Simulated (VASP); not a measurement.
# NaCl (Fm-3m) in VASP: further runs, part 2 of 3

VASP 6.6.1. The steps go on from the part before.

## Step 3: Single point, HSE06

Input file POSCAR:

```
NaCl
1.0
    0.0000000000      2.8026988303      2.8026988303
    2.8026988303      0.0000000000      2.8026988303
    2.8026988303      2.8026988303      0.0000000000
Na Cl
1 1
Direct
    0.0000000000      0.0000000000      0.0000000000
    0.5000000000      0.5000000000      0.5000000000
```

Input file INCAR.step1:

```
PREC     = Accurate       # precision mode
ENCUT    = 520            # plane-wave cutoff, eV
EDIFF    = 1E-5           # SCF threshold, eV
ISMEAR   = 0              # smearing method
SIGMA    = 0.01           # smearing width, eV
LREAL    = F              # projectors in reciprocal space
LASPH    = T              # aspherical terms in the spheres
NELM     = 80             # most SCF steps
ALGO     = Normal         # electronic algorithm
ISIF     = 2              # what is computed and relaxed
LWAVE    = T              # write WAVECAR
GGA      = PE             # functional
NBANDS   = 14             # bands
```

Input file INCAR.step2:

```
PREC     = Accurate       # precision mode
ENCUT    = 520            # plane-wave cutoff, eV
EDIFF    = 1E-6           # SCF threshold, eV
ISMEAR   = 0              # smearing method
SIGMA    = 0.01           # smearing width, eV
LREAL    = F              # projectors in reciprocal space
LASPH    = T              # aspherical terms in the spheres
NELM     = 80             # most SCF steps
ALGO     = Normal         # electronic algorithm
ISIF     = 2              # what is computed and relaxed
LWAVE    = F              # write WAVECAR
LCHARG   = T              # write CHGCAR
GGA      = PE             # functional
LHFCALC  = T              # exact exchange
HFSCREEN = 0.2079         # screening, 1/A
PRECFOCK = Normal       
LELF     = T              # ELF
LVHAR    = T            
ISTART   = 1            
NBANDS   = 14             # bands
```

Input file KPOINTS:

```
regular mesh
0
Gamma
  4 4 4
```

Potentials or basis: VASP PAW PBE potentials, release 64 (Na_pv, Cl).

Run with:

```sh
> cat potpaw_PBE.64/Na_pv/POTCAR potpaw_PBE.64/Cl/POTCAR > POTCAR
> cp INCAR.step1 INCAR
> mpirun -np 1 vasp_std > vasp.out
> cp INCAR.step2 INCAR
> mpirun -np 1 vasp_std > vasp.out
```

OUTCAR:

```text
PREC = Accurate
   ENCUT = 520
   EDIFF = 1E-6
   ISMEAR = 0
   LREAL = F
   LASPH = T
   NELM = 80
   ISIF = 2
   GGA = PE
   LHFCALC = T
   HFSCREEN = 0.2079
   PRECFOCK = Normal
   ISTART = 1

 ion  position               nearest neighbor table
   1  0.000  0.000  0.000-
   2  0.500  0.500  0.500-

  LATTYP: Found a face centered cubic cell.
 ALAT       =     5.6053976606

  Lattice vectors:

 A1 = (   0.0000000000,   2.8026988303,   2.8026988303)
 A2 = (   2.8026988303,   0.0000000000,   2.8026988303)
 A3 = (   2.8026988303,   2.8026988303,   0.0000000000)

Analysis of symmetry for initial positions (statically):
=====================================================================
 Subroutine PRICEL returns:
 Original cell was already a primitive cell.

 Routine SETGRP: Setting up the symmetry group for a
 face centered cubic supercell.

 Subroutine GETGRP returns: Found 48 space group operations
 (whereof 48 operations were pure point group operations)
 out of a pool of 48 trial point group operations.

The static configuration has the point symmetry O_h .

Analysis of symmetry for dynamics (positions and initial velocities):
=====================================================================
 Subroutine PRICEL returns:
 Original cell was already a primitive cell.

 Routine SETGRP: Setting up the symmetry group for a
 face centered cubic supercell.

 Subroutine GETGRP returns: Found 48 space group operations
 (whereof 48 operations were pure point group operations)
 out of a pool of 48 trial point group operations.

The dynamic configuration has the point symmetry O_h .

 Subroutine INISYM returns: Found 48 space group operations
 (whereof 48 operations are pure point group operations),
 and found     1 'primitive' translations

----------------------------------------------------------------------------------------

                                     Primitive cell

  volume of cell :      44.0311

  direct lattice vectors                    reciprocal lattice vectors
     0.000000000  2.802698830  2.802698830    -0.178399475  0.178399475  0.178399475
     2.802698830  0.000000000  2.802698830     0.178399475 -0.178399475  0.178399475
     2.802698830  2.802698830  0.000000000     0.178399475  0.178399475 -0.178399475

  length of vectors
     3.963614697  3.963614697  3.963614697     0.308996955  0.308996955  0.308996955

  position of ions in fractional coordinates (direct lattice)
     0.000000000  0.000000000  0.000000000
     0.500000000  0.500000000  0.500000000

  ion indices of the primitive-cell ions
   primitive index   ion index
                 1           1
                 2           2

----------------------------------------------------------------------------------------

 KPOINTS: regular mesh

Automatic generation of k-mesh.
 Grid dimensions read from file:
 generate k-points for:    4    4    4

 Generating k-lattice:

[... 30 lines left out ...]
   dimension x,y,z NGXF=    60 NGYF=   60 NGZF=   60
   ions per type =               1   1
   NGX,Y,Z   is equivalent  to a cutoff of  12.58, 12.58, 12.58 a.u.
   NGXF,Y,Z  is equivalent  to a cutoff of  25.17, 25.17, 25.17 a.u.
 SYSTEM =  unknown system
   PREC   = accura    normal or accurate (medium, high low for compatibility)
   ISTART =      1    job   : 0-new  1-cont  2-samecut
   ICHARG =      0    charge: 1-file 2-atom 10-const
   ISPIN  =      1    spin polarized calculation?
   LNONCOLLINEAR =      F non collinear calculations
   LSORBIT =      F    spin-orbit coupling
   LASPH  =      T    aspherical Exc in radial PAW
   ENCUT  =  520.0 eV  38.22 Ry    6.18 a.u.   7.37  7.37  7.37*2*pi/ulx,y,z
   NELM   =     80;   NELMIN=  2; NELMDL=  0     # of ELM steps
   EDIFF  = 0.1E-05   stopping-criterion for ELM
   LREAL  =      F    real-space projection
   EDIFFG = 0.1E-04   stopping-criterion for IOM
   NSW    =      0    number of steps for IOM
   IBRION =     -1    ionic relax: 0-MD 1-quasi-New 2-CG
   NFREE  =      0    steps in history (QN), initial steepest desc. (CG)
   ISIF   =      2    stress and relaxation
   ISYM   =      3    0-nonsym 1-usesym 2-fastsym
   POTIM  = 0.5000    time-step for ionic-motion
   TEBEG  =    0.0;   TEEND  =   0.0 temperature during run
   PSTRESS=    0.0 pullay stress
   NELECT =      14.0000    total number of electrons
   NUPDOWN=      -1.0000    fix difference up-down
   EMIN   =  10.00;   EMAX   =-10.00  energy-range for DOS
   EFERMI =   0.00;   METHOD = LEGACY
   ISMEAR =     0;   SIGMA  =   0.01  broadening in eV -4-tet -1-fermi 0-gaus
   EFERMI_NEDOS =   21; number of points for ismear=-14 and -15
   IALGO  =     38    algorithm
   IMIX   =      1    mixing-type and parameters
     AMIX     =   0.40;   BMIX     =  1.00
     AMIX_MAG =   1.60;   BMIX_MAG =  1.00
  volume/ion in A,a.u.               =      22.02       148.57
  Fermi-wavevector in a.u.,A,eV,Ry     =   1.117372  2.111527 16.987145  1.248520
  Thomas-Fermi vector in A             =   2.253994
   LORBIT       =      0    0 simple, 1 ext, 2 COOP (PROOUT), +10 PAW based schemes
   GGA     = PE    functional components
   LHFCALC =     T    Hartree Fock is set to
   PRECFOCK=normal    Normal, Fast or Accurate (Low or Medium for compatibility)
   ENCUT4O =  -1.0   cutoff for four orbital integrals eV
   NKREDX  =     1    reduce k-point grid by
   NKREDY  =     1    reduce k-point grid by
   NKREDZ  =     1    reduce k-point grid by
   AEXX    =    0.2500 exact exchange contribution
   HFSCREEN=    0.2079 screening length (either q_TF or 0.3 A-1)
   HFSCREENC=   0.2079 screening length for correlation (either q_TF or 0.3 A-1)
   ENCUTFOCK=  -1.0 apply spherical cutoff to Coloumb kernel
   IVDW    =     0    specifies the selected vdW correction
   LEPSILON=     F    determine dielectric tensor
   LRPA    =     F    only Hartree local field effects (RPA)
 non-spin polarized calculation
 Gauss-broadening in eV      SIGMA  =   0.01
  energy-cutoff  :      520.00
  volume of cell :       44.03
 maximum number of plane-waves:      1243
 NGX is ok and might be reduce to    30
  NGX = 24; NGY = 24; NGZ = 24

 number of electron      14.0000003 magnetization

 Free energy of the ion-electron system (eV)
  ---------------------------------------------------
  ext. energy  EPLUGINS =         0.00000000
  ---------------------------------------------------
  free energy    TOTEN  =        -7.87417451 eV

  energy without entropy =       -7.87417451  energy(sigma->0) =       -7.87417451

 E-fermi :  -1.5316     XC(G=0):  -6.8614

 val. band max:       -1.6183368499   @ k =   0.0000   0.0000   0.0000
 cond. band min:       4.9332779964   @ k =   0.0000   0.0000   0.0000
 fundamental gap:      6.5516148463
 Fermi energy:        -1.5315769337

 k-point     1 :       0.0000    0.0000    0.0000
  band No.  band energies     occupation
      1     -24.4656      2.00000
      2     -24.4656      2.00000
      3     -24.4656      2.00000
      4     -15.5126      2.00000
      5      -1.6183      2.00000
      6      -1.6183      2.00000
      7      -1.6183      2.00000
      8       4.9333      0.00000
      9      11.0226      0.00000
     10      11.0226      0.00000
     11      11.0226      0.00000
     12      13.3738      0.00000
     13      13.3738      0.00000
     14      14.7270      0.00000
[... 105 lines left out ...]
      1     -24.4798      2.00000
      2     -24.4798      2.00000
      3     -24.4757      2.00000
      4     -15.0531      2.00000
      5      -2.9255      2.00000
      6      -2.9255      2.00000
      7      -2.4388      2.00000
      8       8.8039      0.00000
      9       9.5756      0.00000
     10       9.5756      0.00000
     11      11.4066      0.00000
     12      15.9584      0.00000
     13      15.9584      0.00000
     14      16.6308      0.00000

------------------------ aborting loop because EDIFF is reached ----------------------------------------

  FORCE on cell =-STRESS in cart. coord.  units (eV):
  Direction    XX          YY          ZZ          XY          YZ          ZX
  --------------------------------------------------------------------------------------
  -------------------------------------------------------------------------------------
  Total        0.2007950      0.2007950      0.2007950     -0.0000000      0.0000000      0.0000000
  in kB        7.3064126      7.3064126      7.3064126     -0.0000000      0.0000000      0.0000000
  external PRESSURE =       7.3064126 kB  Pullay stress =       0.0000000 kB

 VOLUME and BASIS-vectors are now :
 -----------------------------------------------------------------------------
  energy-cutoff  :      520.00
  volume of cell :       44.03
      direct lattice vectors                 reciprocal lattice vectors
     0.000000000  2.802698830  2.802698830    -0.178399475  0.178399475  0.178399475
     2.802698830  0.000000000  2.802698830     0.178399475 -0.178399475  0.178399475
     2.802698830  2.802698830  0.000000000     0.178399475  0.178399475 -0.178399475

 POSITION                                       TOTAL-FORCE (eV/Angst)
 -----------------------------------------------------------------------------------
      0.00000      0.00000      0.00000        -0.000000      0.000000      0.000000
      2.80270      2.80270      2.80270         0.000000     -0.000000     -0.000000
 -----------------------------------------------------------------------------------
    total drift:                               -0.000000     -0.000001     -0.000001

  FREE ENERGIE OF THE ION-ELECTRON SYSTEM (eV)
  ---------------------------------------------------
  free  energy   TOTEN  =        -7.8741745085 eV

  energy  without entropy=       -7.8741745085  energy(sigma->0) =       -7.87417451
```

Wall time 4.9 min (1 thread of Intel Xeon 8259CL, shared host); peak memory 0.26 GiB.

Results:

```
Free energy            : -7.8742 eV
Pressure               : 0.7 GPa
Band gap on the k mesh : 6.55 eV
```

Levels at points of the mesh, in eV from the valence-band top:
| k point | band 3 | band 4 | band 5 | band 6 | band 7 | band 8 | band 9 | band 10 | band 11 | band 12 |
| --- | --- | --- | --- | --- | --- | --- | --- | --- | --- | --- |
| (0.00, 0.00, 0.00) | -22.85 | -13.89 | 0.00 | 0.00 | 0.00 | 6.55 | 12.64 | 12.64 | 12.64 | 14.99 |
| (0.50, 0.00, 0.00) | -22.85 | -13.51 | -2.10 | -0.29 | -0.29 | 8.66 | 12.40 | 12.55 | 12.55 | 16.69 |
| (0.50, 0.50, 0.00) | -22.86 | -13.45 | -1.83 | -0.66 | -0.66 | 9.05 | 9.40 | 13.03 | 16.65 | 16.65 |

Caveat: the k points lie up to 0.49 Å⁻¹ apart; the PAW data sets were made with another functional, which shifts forces and pressure a little.

## Step 4: Single point, PBE-based global hybrid with 100 % exact exchange

POSCAR is that of step 3.

Input file INCAR.step1:

```
  PREC = Accurate
  ENCUT = 520
  EDIFF = 1E-5
  ISMEAR = 0
  SIGMA = 0.01
  LREAL = F
  LASPH = T
  NELM = 60
  ALGO = Normal
  ISIF = 2
  LWAVE = T
  LCHARG = F
  GGA = PE
  NBANDS = 14
```

Input file INCAR.step2:

```
  PREC = Accurate
  ENCUT = 520
  EDIFF = 1E-6
  ISMEAR = 0
  SIGMA = 0.01
  LREAL = F
  LASPH = T
  NELM = 60
  ALGO = Normal
  ISIF = 2
  LWAVE = F
  LCHARG = F
  GGA = PE
  LHFCALC = T
  AEXX = 1.0
  PRECFOCK = Normal
  ISTART = 1
  NBANDS = 14
  ALDAC = 1.0
  AGGAC = 1.0
```

Input file KPOINTS:

```
Automatic mesh
0
Gamma
  4 4 4
```

Run with:

```sh
> cat potpaw_PBE.64/Na_pv/POTCAR potpaw_PBE.64/Cl/POTCAR > POTCAR
> cp INCAR.step1 INCAR
> mpirun -np 1 vasp_std > vasp.out
> cp INCAR.step2 INCAR
> mpirun -np 1 vasp_std > vasp.out
```

Wall time 8 min (1 thread of Intel Xeon 8259CL, shared host); peak memory 0.17 GiB.

The run converged. Its results:

```
Free energy            : -13.5641 eV
Pressure               : -1.3 GPa
Band gap on the k mesh : 13.87 eV
```

Levels at points of the mesh, in eV from the valence-band top:
```csv
k point,band 4,band 5,band 6,band 7,band 8,band 9,band 10,band 11
"(0.00, 0.00, 0.00)",-17.47,0.00,0.00,0.00,13.87,20.33,20.33,20.33
"(0.50, 0.00, 0.00)",-17.02,-2.46,-0.36,-0.36,15.87,20.34,20.34,20.37
"(0.50, 0.50, 0.00)",-16.93,-2.21,-0.81,-0.81,16.53,16.66,20.83,24.91
```

Caveat: the k points lie up to 0.49 Å⁻¹ apart; the PAW data sets were made with another functional, which shifts forces and pressure a little.

(Continued in part 3 of 3.)
